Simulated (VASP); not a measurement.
# Ge (P6_3/mmc) in VASP: a series of runs

Ge is run at these levels: PBE; tasks: single point.

Everything below comes from runs of VASP 6.6.1. Logs are shortened: lines on timing, memory, paths and dates and some standing lists are left out, and cuts for length are marked.

## Step 1: The cell of the first run

Symmetry: P6_3/mmc, No. 194, hexagonal system. The conventional cell has a = 4.039 Å, b = 4.039 Å, c = 13.514 Å, α = 90.00°, β = 90.00°, γ = 120.00°. Within 3.2 Å of Ge (site symmetry 3m) lie 4 Ge at 2.44 to 2.75 Å. Within 3.2 Å of Ge (site symmetry 3m) lie 4 Ge at 2.44 to 2.55 Å.

This isn't the form of Ge at room conditions, which is diamond.

## Step 2: Single point, PBE

INCAR

```
PREC = Accurate
ENCUT = 520
EDIFF = 1E-6
ISMEAR = 0
SIGMA = 0.15
LREAL = F
LASPH = T
NELM = 100
ALGO = Fast
ISIF = 2
LWAVE = F
LCHARG = F
GGA = PE
NBANDS = 66
```

KPOINTS

```
regular mesh
0
Gamma
  15 15 4
```

POSCAR

```
Ge
1.0
    4.0391102337      0.0000000000      0.0000000000
   -2.0195551169      3.4979720711      0.0000000000
    0.0000000000      0.0000000000     13.5136511089
Ge
8
Direct
    0.0000000000      0.0000000000      0.3983391607
    0.0000000000      0.0000000000      0.6016608393
    0.0000000000      0.0000000000      0.8983391607
    0.0000000000      0.0000000000      0.1016608393
    0.3333333333      0.6666666667      0.3442031336
    0.6666666667      0.3333333333      0.6557968664
    0.6666666667      0.3333333333      0.8442031336
    0.3333333333      0.6666666667      0.1557968664
```

Potentials or basis: VASP PAW PBE potentials, release 64 (Ge_d).

Command:

```console
cat potpaw_PBE.64/Ge_d/POTCAR > POTCAR
mpirun -np 1 vasp_std > vasp.out
```

OUTCAR:

```text
PREC = Accurate
   ENCUT = 520
   EDIFF = 1E-6
   ISMEAR = 0
   LREAL = F
   LASPH = T
   NELM = 100
   ISIF = 2
   GGA = PE

 ion  position               nearest neighbor table
   1  0.000  0.000  0.398-   5 2.44   5 2.44   5 2.44   2 2.75
   2  0.000  0.000  0.602-   6 2.44   6 2.44   6 2.44   1 2.75
   3  0.000  0.000  0.898-   7 2.44   7 2.44   7 2.44   4 2.75
   4  0.000  0.000  0.102-   8 2.44   8 2.44   8 2.44   3 2.75
   5  0.333  0.667  0.344-   1 2.44   1 2.44   1 2.44   8 2.55
   6  0.667  0.333  0.656-   2 2.44   2 2.44   2 2.44   7 2.55
   7  0.667  0.333  0.844-   3 2.44   3 2.44   3 2.44   6 2.55
   8  0.333  0.667  0.156-   4 2.44   4 2.44   4 2.44   5 2.55

  LATTYP: Found a hexagonal cell.
 ALAT       =     4.0391102337
 C/A-ratio  =     3.3457000000

  Lattice vectors:

 A1 = (   4.0391102337,   0.0000000000,   0.0000000000)
 A2 = (  -2.0195551169,   3.4979720711,   0.0000000000)
 A3 = (   0.0000000000,   0.0000000000,  13.5136511089)

Analysis of symmetry for initial positions (statically):
=====================================================================
 Subroutine PRICEL returns:
 Original cell was already a primitive cell.

 Routine SETGRP: Setting up the symmetry group for a
 hexagonal supercell.

 Subroutine GETGRP returns: Found 24 space group operations
 (whereof 12 operations were pure point group operations)
 out of a pool of 24 trial point group operations.

The static configuration has the point symmetry D_3d.
 The point group associated with its full space group is D_6h.

Analysis of symmetry for dynamics (positions and initial velocities):
=====================================================================
 Subroutine PRICEL returns:
 Original cell was already a primitive cell.

 Routine SETGRP: Setting up the symmetry group for a
 hexagonal supercell.

 Subroutine GETGRP returns: Found 24 space group operations
 (whereof 12 operations were pure point group operations)
 out of a pool of 24 trial point group operations.

The dynamic configuration has the point symmetry D_3d.
 The point group associated with its full space group is D_6h.

 Subroutine INISYM returns: Found 24 space group operations
 (whereof 12 operations are pure point group operations),
 and found     1 'primitive' translations

----------------------------------------------------------------------------------------

                                     Primitive cell

  volume of cell :     190.9303

  direct lattice vectors                    reciprocal lattice vectors
     4.039110234  0.000000000  0.000000000     0.247579279  0.142939963  0.000000000
    -2.019555117  3.497972071  0.000000000     0.000000000  0.285879927  0.000000000
     0.000000000  0.000000000 13.513651109     0.000000000  0.000000000  0.073999247

  length of vectors
     4.039110234  4.039110234 13.513651109     0.285879927  0.285879927  0.073999247

  position of ions in fractional coordinates (direct lattice)
     0.000000000  0.000000000  0.398339161
     0.000000000  0.000000000  0.601660839
     0.000000000  0.000000000  0.898339161
     0.000000000  0.000000000  0.101660839
     0.333333333  0.666666667  0.344203134
     0.666666667  0.333333333  0.655796866
     0.666666667  0.333333333  0.844203134
     0.333333333  0.666666667  0.155796866

  ion indices of the primitive-cell ions
   primitive index   ion index
                 1           1
                 2           2
                 3           3
                 4           4
                 5           5
                 6           6
                 7           7
                 8           8

----------------------------------------------------------------------------------------

 KPOINTS: regular mesh

Automatic generation of k-mesh.
 Grid dimensions read from file:
 generate k-points for:   15   15    4

 Generating k-lattice:

  Cartesian coordinates                     Fractional coordinates (reciprocal lattice)
     0.016505285  0.009529331  0.000000000     0.066666667  0.000000000  0.000000000
     0.000000000  0.019058662  0.000000000     0.000000000  0.066666667  0.000000000
     0.000000000  0.000000000  0.018499812     0.000000000  0.000000000  0.250000000

  Length of vectors
     0.019058662  0.019058662  0.018499812

  Shift w.r.t. Gamma in fractional coordinates (k-lattice)
     0.000000000  0.000000000  0.000000000

 Subroutine IBZKPT returns following result:
 ===========================================

 Found     81 irreducible k-points:

 Following reciprocal coordinates:
            Coordinates               Weight
  0.000000  0.000000  0.000000      1.000000
  0.066667 -0.000000  0.000000      6.000000
  0.133333 -0.000000  0.000000      6.000000
  0.200000 -0.000000  0.000000      6.000000
  0.266667 -0.000000  0.000000      6.000000
  0.333333 -0.000000  0.000000      6.000000
[... 16 lines left out ...]
  0.333333  0.200000  0.000000     12.000000
  0.400000  0.200000  0.000000      6.000000
 [... further k-points ...]
   k-points           NKPTS =     81   k-points in BZ     NKDIM =     81   number of bands    NBANDS=     66
   number of dos      NEDOS =    301   number of ions     NIONS =      8
   total plane-waves  NPLWV =  97200
   dimension x,y,z NGX =    30 NGY =   30 NGZ =  108
   dimension x,y,z NGXF=    60 NGYF=   60 NGZF=  216
   ions per type =               8
   NGX,Y,Z   is equivalent  to a cutoff of  12.35, 12.35, 13.29 a.u.
   NGXF,Y,Z  is equivalent  to a cutoff of  24.70, 24.70, 26.57 a.u.
 SYSTEM =  unknown system
   PREC   = accura    normal or accurate (medium, high low for compatibility)
   ISTART =      0    job   : 0-new  1-cont  2-samecut
   ICHARG =      2    charge: 1-file 2-atom 10-const
   ISPIN  =      1    spin polarized calculation?
   LNONCOLLINEAR =      F non collinear calculations
   LSORBIT =      F    spin-orbit coupling
   LASPH  =      T    aspherical Exc in radial PAW
   ENCUT  =  520.0 eV  38.22 Ry    6.18 a.u.   7.51  7.51 25.13*2*pi/ulx,y,z
   NELM   =    100;   NELMIN=  2; NELMDL= -5     # of ELM steps
   EDIFF  = 0.1E-05   stopping-criterion for ELM
   LREAL  =      F    real-space projection
   EDIFFG = 0.1E-04   stopping-criterion for IOM
   NSW    =      0    number of steps for IOM
   IBRION =     -1    ionic relax: 0-MD 1-quasi-New 2-CG
   NFREE  =      0    steps in history (QN), initial steepest desc. (CG)
   ISIF   =      2    stress and relaxation
   ISYM   =      2    0-nonsym 1-usesym 2-fastsym
   POTIM  = 0.5000    time-step for ionic-motion
   TEBEG  =    0.0;   TEEND  =   0.0 temperature during run
   PSTRESS=    0.0 pullay stress
   NELECT =     112.0000    total number of electrons
   NUPDOWN=      -1.0000    fix difference up-down
   EMIN   =  10.00;   EMAX   =-10.00  energy-range for DOS
   EFERMI =   0.00;   METHOD = LEGACY
   ISMEAR =     0;   SIGMA  =   0.15  broadening in eV -4-tet -1-fermi 0-gaus
   EFERMI_NEDOS =   21; number of points for ismear=-14 and -15
   IALGO  =     68    algorithm
   IMIX   =      4    mixing-type and parameters
     AMIX     =   0.40;   BMIX     =  1.00
     AMIX_MAG =   1.60;   BMIX_MAG =  1.00
  volume/ion in A,a.u.               =      23.87       161.06
  Fermi-wavevector in a.u.,A,eV,Ry     =   1.370427  2.589732 25.552698  1.878070
  Thomas-Fermi vector in A             =   2.496214
   LORBIT       =      0    0 simple, 1 ext, 2 COOP (PROOUT), +10 PAW based schemes
   GGA     = PE    functional components
   LHFCALC =     F    Hartree Fock is set to
   AEXX    =    0.0000 exact exchange contribution
   IVDW    =     0    specifies the selected vdW correction
   LEPSILON=     F    determine dielectric tensor
   LRPA    =     F    only Hartree local field effects (RPA)
 non-spin polarized calculation
 RMM-DIIS sequential band-by-band and
 Gauss-broadening in eV      SIGMA  =   0.15
  energy-cutoff  :      520.00
  volume of cell :      190.93
 maximum number of plane-waves:      5184
 NGX is ok and might be reduce to    30

 number of electron     112.0000007 magnetization

 Free energy of the ion-electron system (eV)
  ---------------------------------------------------
  ext. energy  EPLUGINS =         0.00000000
  ---------------------------------------------------
  free energy    TOTEN  =       -35.65631989 eV

  energy without entropy =      -35.65332444  energy(sigma->0) =      -35.65482216

 E-fermi :   4.6884     XC(G=0):  -9.6708

 val. band max:        4.6444155463   @ k =   0.1333  -0.0000   0.0000
 cond. band min:       4.7129894189   @ k =   0.0667  -0.0000   0.0000
 fundamental gap:      0.0685738726
 Fermi energy:         4.6883758706

 k-point     1 :       0.0000    0.0000    0.0000
  band No.  band energies     occupation
      1     -20.3165      2.00000
      2     -20.3165      2.00000
      3     -20.3139      2.00000
      4     -20.3139      2.00000
      5     -20.3051      2.00000
      6     -20.3051      2.00000
[... 58 lines left out ...]
     65       7.6108      0.00000
     66       8.3186      0.00000

 k-point     2 :       0.0667   -0.0000    0.0000
  band No.  band energies     occupation
      1     -20.3194      2.00000
      2     -20.3186      2.00000
      3     -20.3159      2.00000
      4     -20.3156      2.00000
      5     -20.3072      2.00000
      6     -20.3066      2.00000
[... 58 lines left out ...]
     65       7.8354      0.00000
     66       8.3660      0.00000

 k-point     3 :       0.1333   -0.0000    0.0000
  band No.  band energies     occupation
      1     -20.3252      2.00000
      2     -20.3233      2.00000
      3     -20.3205      2.00000
      4     -20.3200      2.00000
      5     -20.3121      2.00000
      6     -20.3097      2.00000
[... 1438 lines left out ...]
     65       8.5002      0.00000
     66       9.1982      0.00000

 k-point    24 :       0.4000    0.2000    0.0000
  band No.  band energies     occupation
      1     -20.3559      2.00000
      2     -20.3556      2.00000
      3     -20.3488      2.00000
      4     -20.3481      2.00000
      5     -20.3264      2.00000
      6     -20.3236      2.00000
[... 58 lines left out ...]
     65       8.2496      0.00000
     66       9.2259      0.00000

 [... further k-points ...]
[... 5 lines left out ...]
  --------------------------------------------------------------------------------------
  -------------------------------------------------------------------------------------
  Total        3.1470217      3.1470217     -3.6931402     -0.0000000     -0.0000000     -0.0000000
  in kB       26.4080035     26.4080035    -30.9907175     -0.0000000     -0.0000000     -0.0000000
  external PRESSURE =       7.2750965 kB  Pullay stress =       0.0000000 kB

 VOLUME and BASIS-vectors are now :
 -----------------------------------------------------------------------------
  energy-cutoff  :      520.00
  volume of cell :      190.93
      direct lattice vectors                 reciprocal lattice vectors
     4.039110234  0.000000000  0.000000000     0.247579279  0.142939963  0.000000000
    -2.019555117  3.497972071  0.000000000     0.000000000  0.285879927  0.000000000
     0.000000000  0.000000000 13.513651109     0.000000000  0.000000000  0.073999247

 POSITION                                       TOTAL-FORCE (eV/Angst)
 -----------------------------------------------------------------------------------
      0.00000      0.00000      5.38302         0.000000     -0.000000      1.472987
      0.00000      0.00000      8.13063        -0.000000      0.000000     -1.472987
      0.00000      0.00000     12.13984        -0.000000     -0.000000      1.472987
      0.00000      0.00000      1.37381         0.000000      0.000000     -1.472987
     -0.00000      2.33198      4.65144        -0.000000      0.000000     -0.513074
      2.01956      1.16599      8.86221        -0.000000     -0.000000      0.513074
      2.01956      1.16599     11.40827        -0.000000      0.000000     -0.513074
     -0.00000      2.33198      2.10538         0.000000      0.000000      0.513074
 -----------------------------------------------------------------------------------
    total drift:                               -0.000000      0.000000     -0.000000

  FREE ENERGIE OF THE ION-ELECTRON SYSTEM (eV)
  ---------------------------------------------------
  free  energy   TOTEN  =       -35.6563198884 eV

  energy  without entropy=      -35.6533244352  energy(sigma->0) =      -35.65482216
```

Wall time 22 min (1 thread of Oxide Virtual Turin-like, shared host); peak memory 0.72 GiB.

Results:

```
Free energy            : -35.6563 eV
Pressure               : 0.7 GPa
Largest force          : 1.473 eV/Å
Band gap on the k mesh : zero (bands 56 and 57 overlap by 0.49 eV)
```

Forces on the atoms (eV/Å):
```
Ge   0.000  0.000  1.473
Ge   0.000  0.000 -1.473
Ge   0.000  0.000  1.473
Ge   0.000  0.000 -1.473
Ge   0.000  0.000 -0.513
Ge   0.000  0.000  0.513
Ge   0.000  0.000 -0.513
Ge   0.000  0.000  0.513
```

Stress tensor (GPa, compression positive):
```
 2.64  0.00  0.00
 0.00  2.64  0.00
 0.00  0.00 -3.10
```

Caveat: the stress differs along the axes, from -3 to 3 GPa; semilocal functionals underestimate gaps, and a narrow one can read as zero; forces of over 1 eV/Å act on the atoms, so gaps and moduli don't describe the material at rest.

## Step 3: Single point, PBE

This run uses another cell than the first one, of the same volume but with other edges.

INCAR

```
PREC = Accurate
ENCUT = 520
EDIFF = 1E-6
ISMEAR = 0
SIGMA = 0.15
LREAL = False
LASPH = True
NELM = 80
ALGO = Fast
ISIF = 2
LWAVE = False
LCHARG = False
GGA = PE
NBANDS = 66
```

KPOINTS

```
Automatic mesh
0
Gamma
  15 15 4
```

POSCAR

```
Ge
1.0
    3.9628845326      0.0000000000      0.0000000000
   -1.9814422663      3.4319586775      0.0000000000
    0.0000000000      0.0000000000     14.0385184568
Ge
8
Direct
    0.0000000000      0.0000000000      0.4123984970
    0.0000000000      0.0000000000      0.5876015030
    0.0000000000      0.0000000000      0.9123984970
    0.0000000000      0.0000000000      0.0876015030
    0.3333333333      0.6666666667      0.3442031336
    0.6666666667      0.3333333333      0.6557968664
    0.6666666667      0.3333333333      0.8442031336
    0.3333333333      0.6666666667      0.1557968664
```

Potentials or basis: VASP PAW PBE potentials, release 64 (Ge_d).

Command:

```console
cat potpaw_PBE.64/Ge_d/POTCAR > POTCAR
mpirun -np 1 vasp_std > vasp.out
```

It took 24 min on 1 thread of Oxide Virtual Turin-like, shared host; peak memory 0.71 GiB.

The run converged. Its results:

```yaml
Free_energy: -35.7450 eV
Pressure: 0.3 GPa
Largest_force: 0.630 eV/Å
Band_gap_on_the_k_mesh: zero (bands 56 and 57 overlap by 0.57 eV)
```

Forces on the atoms (eV/Å):
```
Ge   0.000  0.000 -0.630
Ge   0.000  0.000  0.630
Ge   0.000  0.000 -0.630
Ge   0.000  0.000  0.630
Ge   0.000  0.000 -0.154
Ge   0.000  0.000  0.154
Ge   0.000  0.000 -0.154
Ge   0.000  0.000  0.154
```

Stress tensor (GPa, compression positive):
```
 2.82  0.00  0.00
 0.00  2.82  0.00
 0.00  0.00 -4.81
```

Levels at points of the mesh, in eV from the Fermi level:
| k point | band 54 | band 55 | band 56 | band 57 | band 58 | band 59 |
| --- | --- | --- | --- | --- | --- | --- |
| (0.00, 0.00, 0.00) | -0.42 | -0.42 | 0.26 | 0.26 | 0.74 | 1.10 |
| (0.00, 0.00, 0.50) | -0.01 | -0.01 | -0.01 | 0.84 | 0.84 | 1.22 |

Caveat: the stress differs along the axes, from -5 to 3 GPa; semilocal functionals underestimate gaps, and a narrow one can read as zero.

## Step 4: Single point, PBE

This run uses another cell than the first one, of the same volume but with other edges.

INCAR

```
SYSTEM = Ge
PREC = Accurate
ENCUT = 520
EDIFF = 1E-6
ISMEAR = 0
SIGMA = 0.15
LREAL = .False.
LASPH = .True.
NELM = 100
ALGO = Fast
ISIF = 2
LWAVE = .False.
LCHARG = .True.
GGA = PE
LELF = .True.
LVHAR = .True.
NBANDS = 66
```

KPOINTS

```
Automatic mesh
0
Gamma
  15 15 4
  0 0 0
```

POSCAR

```
Ge
1.0
    4.1215611567      0.0000000000      0.0000000000
   -2.0607805784      3.5693766649      0.0000000000
    0.0000000000      0.0000000000     12.9783839263
Ge
8
Direct
    0.0000000000      0.0000000000      0.4095866298
    0.0000000000      0.0000000000      0.5904133702
    0.0000000000      0.0000000000      0.9095866298
    0.0000000000      0.0000000000      0.0904133702
    0.3333333333      0.6666666667      0.3442031336
    0.6666666667      0.3333333333      0.6557968664
    0.6666666667      0.3333333333      0.8442031336
    0.3333333333      0.6666666667      0.1557968664
```

Command:

```console
cat potpaw_PBE.64/Ge_d/POTCAR > POTCAR
mpirun -np 1 vasp_std > vasp.out
```

Run time: 28 min. Hardware: 1 thread of Oxide Virtual Turin-like, shared host; peak memory 0.72 GiB.

It converged, with:

```yaml
Free_energy: -35.8597 eV
Pressure: 0.5 GPa
Largest_force: 1.236 eV/Å
Band_gap_on_the_k_mesh: zero (bands 56 and 57 overlap by 0.18 eV)
```

Forces on the atoms (eV/Å):
```
Ge   0.000  0.000 -1.236
Ge   0.000  0.000  1.236
Ge   0.000  0.000 -1.236
Ge   0.000  0.000  1.236
Ge   0.000  0.000  0.522
Ge   0.000  0.000 -0.522
Ge   0.000  0.000  0.522
Ge   0.000  0.000 -0.522
```

Stress tensor (GPa, compression positive):
```
-2.49  0.00  0.00
 0.00 -2.49  0.00
 0.00  0.00  6.36
```

Levels at points of the mesh, in eV from the Fermi level:
```csv
k point,band 52,band 53,band 54,band 55,band 56,band 57,band 58,band 59,band 60,band 61
"(0.00, 0.00, 0.00)",-0.97,-0.97,-0.47,-0.36,-0.30,0.08,0.08,0.20,0.51,2.07
"(0.00, 0.00, 0.50)",-1.45,-0.34,-0.34,-0.34,-0.34,-0.18,-0.18,0.80,0.80,2.55
```

Caveat: the stress differs along the axes, from -2 to 6 GPa; semilocal functionals underestimate gaps, and a narrow one can read as zero; forces of over 1 eV/Å act on the atoms, so gaps and moduli don't describe the material at rest.

## Step 5: The runs side by side

```csv
cell,gap on the mesh (eV),pressure (GPa),largest force (eV/Å)
"a = 4.039, b = 4.039, c = 13.514 Å, angles 90.0, 90.0, 120.0°, 8 atoms, atomic positions A",none,0.7,1.47
"a = 3.963, b = 3.963, c = 14.039 Å, angles 90.0, 90.0, 120.0°, 8 atoms, atomic positions B",none,0.3,0.63
"a = 4.122, b = 4.122, c = 12.978 Å, angles 90.0, 90.0, 120.0°, 8 atoms, atomic positions C",none,0.5,1.24
```

Alike in all rows: task single point; level PBE; potentials or basis VASP PAW PBE potentials, release 64 (Ge_d); no spin polarisation; k mesh 15 × 15 × 4; cutoff (eV) 520; smearing gaussian 0.15 eV.

Caveats: semilocal functionals underestimate gaps, and a narrow one can read as zero; forces of over 1 eV/Å act on the atoms, so gaps and moduli don't describe the material at rest (at least some runs); the stress differs along the axes, from -3 to 3 GPa (at least some runs); the stress differs along the axes, from -5 to 3 GPa (at least some runs); the stress differs along the axes, from -2 to 6 GPa (at least some runs).

Total energies depend on the potentials used, so only differences within one code and one set of settings carry meaning.

The gap in the log of VASP goes by the Fermi energy; the results here count the filled bands.